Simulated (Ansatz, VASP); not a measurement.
## One calculation of Br, two programs

```
Br
1.0
     3.40751   -2.35311    0.00000
     3.40751    2.35311    0.00000
     0.00000    0.00000    8.81682
Br
4
Cartesian
  3.4075 0.6349 3.4394
  3.4075 1.7182 7.8478
  3.4075 -0.6349 5.3774
  3.4075 -1.7182 0.9690
```

Alike in both runs: task single point; functional PBE; k mesh 6 × 6 × 3; occupations fermi-dirac, width 0.05 eV; no spin polarisation.

|  | VASP | Ansatz |
| --- | --- | --- |
| version | VASP 6.6.1 | Ansatz 0.2.0 |
| potentials or method | VASP PAW PBE potentials, release 64 (Br) | Ansatz PAW |
| plane-wave cutoff (eV) | 520 | 420 |
| valence electrons in the cell | 28 | 28 |

```csv
,VASP,Ansatz,Ansatz less VASP
gap on the k mesh at the Fermi level (eV),1.78,1.78,-0.001
least direct gap on the mesh (eV),1.80,1.80,-0.002
pressure (GPa),0.7,0.7,-0.02
"traceless stress, the component that is largest in VASP (GPa)",-0.47,-0.47,+0.002
rms of the force components (eV/Å),0.261,0.256,-0.0056
```

Atom by atom the forces differ by 0.006 eV/Å (rms over components).

Noted on Ansatz's run: odd divisions of the mesh miss points on the zone boundary, where band edges often lie, so the gap on the mesh can be too wide.
